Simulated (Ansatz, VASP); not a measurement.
One calculation of Ga5As3P2, two programs

```
CELL_PARAMETERS angstrom
-0.00015 -4.01789 -0.00110
4.01529 0.00015 -0.00028
-2.00502 2.01192 13.98584
ATOMIC_POSITIONS crystal
Ga 0.89793 0.89671 0.79421
Ga 0.49888 0.50049 0.00007
Ga 0.10315 0.10211 0.20584
Ga 0.69880 0.69859 0.39701
Ga 0.30114 0.30213 0.60296
P 0.65093 0.15084 0.30141
P 0.84916 0.34900 0.69851
As 0.44925 0.94889 0.89718
As 0.05050 0.55078 0.10288
As 0.25026 0.75047 0.49993
```

Change from the starting cell: cell x1, atoms moved at random (sigma 0.1 Å) and cell strained at random (1.5 %), then relaxed without symmetry.

Alike in both runs: functional PBE; k mesh 4 × 4 × 4; occupations gaussian, width 0.1 eV; no spin polarisation.

Ansatz relaxed the structure, and its values are those at the end. VASP's run is a single point on that final structure, the one shown.

|  | VASP | Ansatz |
| --- | --- | --- |
| version | VASP 6.6.1 | Ansatz 0.2.0 |
| potentials or method | VASP PAW PBE potentials, release 64 (Ga_d, P, As), cutoff 520 eV | scalar-relativistic, plane waves, PAW |
| valence electrons in the cell | 90 | 120 |

```csv
,VASP,Ansatz,Ansatz less VASP
gap on the k mesh at the Fermi level (eV),0.64,0.64,0.000
least direct gap on the mesh (eV),0.64,0.64,0.000
pressure (GPa),0.1,0.0,-0.11
rms of the force components (eV/Å),0.006,0.006,+0.0004
```

VASP's potentials hold 90 valence electrons a cell and Ansatz's 120, so a difference there can come from the potentials and not from the codes.
